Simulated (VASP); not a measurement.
# Ga8N7F (a cell with a defect) in VASP: notebook, part 2 of 2

VASP 6.6.1. Earlier steps stand in the parts before.

## 3. Single point, PBEsol

INCAR reads:

```
  PREC = Accurate
  ENCUT = 520
  EDIFF = 1E-6
  ISMEAR = -1
  SIGMA = 0.05
  LREAL = Auto
  LASPH = True
  NELM = 100
  ALGO = Normal
  ISIF = 2
  LWAVE = False
  LCHARG = False
  GGA = PS
  NBANDS = 87
  NELECT = 140.0
```

KPOINTS reads:

```
Automatic mesh
0
Gamma
  2 2 2
  0.5 0.5 0.5
```

POSCAR reads:

```
Ga8N7F
1.0
    6.3654920000      0.0000000000      0.0000000000
    0.0000000000      5.5126780000      0.0000000000
    0.0000000000      0.0000000000      5.1856180000
Ga N F
8 7 1
Direct
    0.2505830000      0.1748370000      0.5044310000
    0.9947420000      0.6741210000      0.5027300000
    0.7534080000      0.1698180000      0.5023000000
    0.5067380000      0.6482840000      0.5060130000
    0.9916710000      0.3349680000      0.9995600000
    0.5059370000      0.3382460000      0.9945220000
    0.2470700000      0.8320250000      0.9864540000
    0.7558240000      0.8274850000      0.9978920000
    0.9988790000      0.3382160000      0.3920070000
    0.2658550000      0.8462890000      0.3714560000
    0.7402880000      0.8296930000      0.3721970000
    0.2511890000      0.1609530000      0.8774960000
    0.9896030000      0.6608140000      0.8939760000
    0.7540390000      0.1582620000      0.8755100000
    0.4921440000      0.6734970000      0.8729230000
    0.4948270000      0.3404150000      0.3602080000
```

Potentials or basis: VASP PAW PBE potentials, release 64 (Ga_d, N, F).

Started as:

```
> cat potpaw_PBE.64/Ga_d/POTCAR potpaw_PBE.64/N/POTCAR potpaw_PBE.64/F/POTCAR > POTCAR
> mpirun -np 1 vasp_std > vasp.out
```

OUTCAR:

```text
PREC = Accurate
   ENCUT = 520
   EDIFF = 1E-6
   ISMEAR = -1
   LREAL = Auto
   LASPH = True
   NELM = 100
   ISIF = 2
   GGA = PS
   NELECT = 140.0

 ion  position               nearest neighbor table
   1  0.251  0.175  0.504-   9 1.93  12 1.94  10 1.94  16 1.95
   2  0.995  0.674  0.503-   9 1.94  11 1.95  13 2.03  10 2.08
   3  0.753  0.170  0.502-   9 1.91  14 1.94  11 1.99  16 2.03
   4  0.507  0.648  0.506-  16 1.86  15 1.91  11 1.92  10 2.01
   5  0.992  0.335  1.000-  13 1.88  14 1.91  12 2.01   9 2.04
   6  0.506  0.338  0.995-  16 1.90  15 1.95  14 1.96  12 1.99
[... 8 lines left out ...]
  15  0.492  0.673  0.873-   7 1.88   4 1.91   6 1.95   8 1.99
  16  0.495  0.340  0.360-   4 1.86   6 1.90   1 1.95   3 2.03

  LATTYP: Found a simple orthorhombic cell.
 ALAT       =     5.1856180000
 B/A-ratio  =     1.0630705926
 C/A-ratio  =     1.2275281365

  Lattice vectors:

 A1 = (   0.0000000000,   0.0000000000,  -5.1856180000)
 A2 = (   0.0000000000,   5.5126780000,   0.0000000000)
 A3 = (   6.3654920000,   0.0000000000,   0.0000000000)

Analysis of symmetry for initial positions (statically):
=====================================================================
 Subroutine PRICEL returns:
 Original cell was already a primitive cell.

 Routine SETGRP: Setting up the symmetry group for a
 simple orthorhombic supercell.

 Subroutine GETGRP returns: Found  1 space group operations
 (whereof  1 operations were pure point group operations)
 out of a pool of  8 trial point group operations.

The static configuration has the point symmetry C_1 .

Analysis of symmetry for dynamics (positions and initial velocities):
=====================================================================
 Subroutine PRICEL returns:
 Original cell was already a primitive cell.
[... 134 lines left out ...]
     AMIX     =   0.40;   BMIX     =  1.00
     AMIX_MAG =   1.60;   BMIX_MAG =  1.00
  volume/ion in A,a.u.               =      11.37        76.75
  Fermi-wavevector in a.u.,A,eV,Ry     =   1.500096  2.834771 30.617039  2.250289
  Thomas-Fermi vector in A             =   2.611641
   LORBIT       =      0    0 simple, 1 ext, 2 COOP (PROOUT), +10 PAW based schemes
   GGA     = PS    functional components
   LHFCALC =     F    Hartree Fock is set to
   AEXX    =    0.0000 exact exchange contribution
   IVDW    =     0    specifies the selected vdW correction
   LEPSILON=     F    determine dielectric tensor
   LRPA    =     F    only Hartree local field effects (RPA)
 non-spin polarized calculation
  energy-cutoff  :      520.00
  volume of cell :      181.97
 maximum number of plane-waves:      4899
   NGX = 23   NGY = 21   NGZ = 19

 number of electron     140.0000047 magnetization

 Free energy of the ion-electron system (eV)
  ---------------------------------------------------
  ext. energy  EPLUGINS =         0.00000000
  ---------------------------------------------------
  free energy    TOTEN  =      -127.52378907 eV

  energy without entropy =     -127.46894242  energy(sigma->0) =     -127.49636575

 E-fermi :   3.8226     XC(G=0): -11.4866

 val. band max:        3.7176338143   @ k =  -0.2500   0.2500  -0.2500
 cond. band min:       3.9302976315   @ k =   0.2500  -0.2500  -0.2500
 fundamental gap:      0.2126638172
 Fermi energy:         3.8225595373

 k-point     1 :       0.2500    0.2500    0.2500
  band No.  band energies     occupation
      1     -22.1110      2.00000
      2     -10.6059      2.00000
      3     -10.2383      2.00000
      4     -10.1396      2.00000
      5     -10.0623      2.00000
      6      -9.9804      2.00000
[... 329 lines left out ...]
     81      11.6511      0.00000
     82      12.0603      0.00000
 [bands above 82 left out]

------------------------ aborting loop because EDIFF is reached ----------------------------------------

  FORCE on cell =-STRESS in cart. coord.  units (eV):
  Direction    XX          YY          ZZ          XY          YZ          ZX
  --------------------------------------------------------------------------------------
  -------------------------------------------------------------------------------------
  Total      -56.3170564    -54.9214796    -59.8936595     -0.9794697     -0.0902414     -1.1436402
  in kB     -495.8558094   -483.5681486   -527.3467912     -8.6239543     -0.7945498    -10.0694296
  external PRESSURE =    -502.2569164 kB  Pullay stress =       0.0000000 kB

 VOLUME and BASIS-vectors are now :
 -----------------------------------------------------------------------------
  energy-cutoff  :      520.00
  volume of cell :      181.97
      direct lattice vectors                 reciprocal lattice vectors
     6.365492000  0.000000000  0.000000000     0.157097048  0.000000000  0.000000000
     0.000000000  5.512678000  0.000000000     0.000000000  0.181400038  0.000000000
     0.000000000  0.000000000  5.185618000     0.000000000  0.000000000  0.192841046

 POSITION                                       TOTAL-FORCE (eV/Angst)
 -----------------------------------------------------------------------------------
      1.59508      0.96382      2.61579        -2.234009     -1.762172      0.737311
      6.33202      3.71621      2.60697         0.734025      0.282883     -0.149093
      4.79581      0.93615      2.60474         1.713779     -2.119737      0.705032
      3.22564      3.57378      2.62399        -0.502936      4.184693      0.740643
      6.31247      1.84657      5.18334         0.980322     -0.717889      0.651404
      3.22054      1.86464      5.15721        -0.417288     -0.541169     -3.039340
[... 8 lines left out ...]
      3.13274      3.71277      4.52665         0.859257     -1.282422     -0.015504
      3.14982      1.87660      1.86790         0.327264     -0.813677      0.415505
 -----------------------------------------------------------------------------------
    total drift:                               -0.007594      0.004687      0.008344

  FREE ENERGIE OF THE ION-ELECTRON SYSTEM (eV)
  ---------------------------------------------------
  free  energy   TOTEN  =      -127.5237890741 eV

  energy  without entropy=     -127.4689424212  energy(sigma->0) =     -127.49636575
```

OSZICAR:

```text
N       E                     dE             d eps       ncg     rms          rms(c)
DAV:   1     0.194350334445E+04    0.19435E+04   -0.57311E+04   778   0.298E+03
DAV:   2     0.374572870798E+03   -0.15689E+04   -0.14695E+04   696   0.865E+02
DAV:   3    -0.793111000403E+02   -0.45388E+03   -0.43530E+03   876   0.281E+02
[... 13 lines left out ...]
DAV:  17    -0.127523770394E+03   -0.94694E-05   -0.49858E-04   809   0.334E-01    0.272E-02
DAV:  18    -0.127523782940E+03   -0.12547E-04   -0.19308E-04   976   0.129E-01    0.912E-03
DAV:  19    -0.127523788148E+03   -0.52072E-05   -0.57602E-05   864   0.981E-02    0.854E-03
DAV:  20    -0.127523788641E+03   -0.49298E-06   -0.18849E-05   728   0.487E-02    0.470E-03
DAV:  21    -0.127523789074E+03   -0.43357E-06   -0.55507E-06   568   0.256E-02
   1 F= -.12752379E+03 E0= -.12749637E+03  d E =-.548467E-01
```

stdout:

```text
POSCAR found type information on POSCAR GaN F
 POSCAR found :  3 types and      16 ions
 scaLAPACK will be used
 -----------------------------------------------------------------------------
|                                                                             |
|                                                                             |
|     You enforced a specific xc type in the INCAR file but a different       |
|     I HOPE YOU KNOW WHAT YOU ARE DOING!                                     |
|                                                                             |
 -----------------------------------------------------------------------------

 LDA part: xc-table for (Slater+PW92), standard interpolation
 POSCAR, INCAR and KPOINTS ok, starting setup
 FFT: planning ... GRIDC
 FFT: planning ... GRID_SOFT
 FFT: planning ... GRID
 WAVECAR not read
 entering main loop
 the old and the new charge density differ
 old charge density:   146.00000 new  140.00000
    0.142E+01
```

Wall time 3.9 min (1 thread of AMD EPYC 7R43 (Zen 3), shared host); peak memory 0.25 GiB.

Results:

| Property | Result |
| --- | --- |
| Free energy | -127.5238 eV |
| Largest force | 4.279 eV/Å |

Forces on the atoms (eV/Å):
```
Ga  -2.234 -1.762  0.737
Ga   0.734  0.283 -0.149
Ga   1.714 -2.120  0.705
Ga  -0.503  4.185  0.741
Ga   0.980 -0.718  0.651
Ga  -0.417 -0.541 -3.039
Ga  -0.259  0.120  0.972
Ga  -1.530  0.921  0.525
N    0.118  0.276 -0.798
N   -0.637 -0.742  0.142
N    0.251  0.363  0.151
N    0.437  1.329  0.130
N    1.356 -0.163 -1.196
N   -1.196  0.665  0.028
N    0.859 -1.282 -0.016
F    0.327 -0.814  0.416
```

Caveat: the k points lie up to 0.61 Å⁻¹ apart; the cell carries a net charge on a neutralising background, which shifts energy and pressure; the cell is charged against a uniform background, so pressure and absolute levels hang on convention; the PAW data sets were made with another functional, which shifts forces and pressure a little.

## 4. Single point, PBEsol+D3(BJ)

INCAR reads:

```
PREC = Accurate ; ENCUT = 520
EDIFF = 1E-6 ; ISMEAR = -1
SIGMA = 0.05 ; LREAL = Auto
LASPH = True ; NELM = 100
ALGO = Normal ; ISIF = 2
LWAVE = False ; LCHARG = True
GGA = PS ; IVDW = 12
LELF = True ; LVHAR = True
NBANDS = 87
```

KPOINTS is that of step 3.

POSCAR is that of step 3.

Started as:

```
> cat potpaw_PBE.64/Ga_d/POTCAR potpaw_PBE.64/N/POTCAR potpaw_PBE.64/F/POTCAR > POTCAR
> mpirun -np 1 vasp_std > vasp.out
```

Run time: 3.6 min. Hardware: 1 thread of AMD EPYC 7R43 (Zen 3), shared host; peak memory 0.23 GiB.

The run converged. Its results:

| Item | Value |
| --- | --- |
| Free energy | -98.9022 eV |
| Pressure | 6.4 GPa |
| Largest force | 4.028 eV/Å |
| Band gap on the k mesh | 1.40 eV |
| Dispersion energy per atom | -0.217 eV |

Forces in eV/Å, atoms in the order of the input:
```
Ga  -1.805 -1.448  0.764
Ga   0.787  0.062 -0.175
Ga   1.098 -1.284  0.513
Ga  -0.605  3.920  0.703
Ga   1.008 -0.860  0.858
Ga  -0.356 -0.492 -3.100
Ga  -0.182  0.122  1.357
Ga  -1.738  0.697  0.688
N    0.524  0.192 -1.046
N   -1.127 -1.025  0.311
N    0.901  0.337  0.414
N   -0.349  1.001  0.408
N    1.376  0.229 -1.576
N   -0.267  0.131  0.449
N    1.022 -0.674  0.481
F   -0.286 -0.907 -1.050
```

Stress tensor (GPa, compression positive):
```
 5.09 -0.79 -1.03
-0.79  6.29  0.38
-1.03  0.38  7.73
```

Levels at points of the mesh, in eV from the valence-band top:
| k point | band 70 | band 71 | band 72 | band 73 | band 74 | band 75 | band 76 | band 77 |
| --- | --- | --- | --- | --- | --- | --- | --- | --- |
| (0.25, 0.25, 0.25) | -3.46 | -3.11 | -3.03 | -0.02 | 1.40 | 1.75 | 2.41 | 2.72 |

Caveat: the k points lie up to 0.61 Å⁻¹ apart; the PAW data sets were made with another functional, which shifts forces and pressure a little.
